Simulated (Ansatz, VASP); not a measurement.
**InSb: VASP beside Ansatz**

File INCAR:

```
PREC = Accurate
ENCUT = 600
EDIFF = 1E-7
ISMEAR = 0
SIGMA = 0.1
LREAL = False
LASPH = True
NELM = 60
ALGO = Normal
ISIF = 3
LWAVE = False
LCHARG = False
GGA = PS
IBRION = 2
NSW = 100
EDIFFG = -0.005
```

File KPOINTS:

```
regular mesh
0
Gamma
  12 12 12
```

File POSCAR:

```
InSb
1.0
    0.0000000000      3.2391000000      3.2391000000
    3.2391000000      0.0000000000      3.2391000000
    3.2391000000      3.2391000000      0.0000000000
In Sb
1 1
Direct
    0.0000000000      0.0000000000      0.0000000000
    0.2500000000      0.2500000000      0.2500000000
```

Input for Ansatz:

```yaml
crystal:
  lattice:
    - [0.0, 3.2391, 3.2391]
    - [3.2391, 0.0, 3.2391]
    - [3.2391, 3.2391, 0.0]
  atoms:
    - { symbol: In, position: [0.0, 0.0, 0.0] }
    - { symbol: Sb, position: [0.25, 0.25, 0.25] }
basis:
  ecutwfc: 420
kpoints:
  mp_grid: { grid: [12, 12, 12] }
hamiltonian:
  xc: pbesol
scf:
  occupations: { method: gaussian, width: 0.1 }
output:
  forces: true
  stress: true
  eigenvalues: true
relax:
  adjacent_minimum: "off"
  f_tol: 0.005
  max_steps: 80
  cell: { stress_tol: 0.05 }
```

Alike in both runs: task relaxation of cell and atoms; functional PBEsol; k mesh 12 × 12 × 12; occupations gaussian, width 0.1 eV; no spin polarisation.

|  | VASP | Ansatz |
| --- | --- | --- |
| version | VASP 6.6.1 | Ansatz 0.2.0 |
| potentials or method | VASP PAW PBE potentials, release 64 (In_d, Sb), cutoff 600 eV | scalar-relativistic, plane waves, PAW |
| valence electrons in the cell | 18 | 28 |

|  | VASP | Ansatz | Ansatz less VASP |
| --- | --- | --- | --- |
| gap on the k mesh at the Fermi level, each at its own relaxed structure (eV) | none | none | - |
| relaxed volume (Å³/atom) | 34.65 | 34.64 | -0.009 |
| relaxed length of the cell vector where the two differ most in proportion (Å) | 4.611 | 4.610 | -0.0004 |

VASP's potentials were made for PBE, not for PBEsol. A gap of «none» marks a metal or a gap that the smearing closes. VASP's potentials hold 18 valence electrons a cell and Ansatz's 28, so a difference there can come from the potentials and not from the codes.

Neither program's run includes spin-orbit coupling.
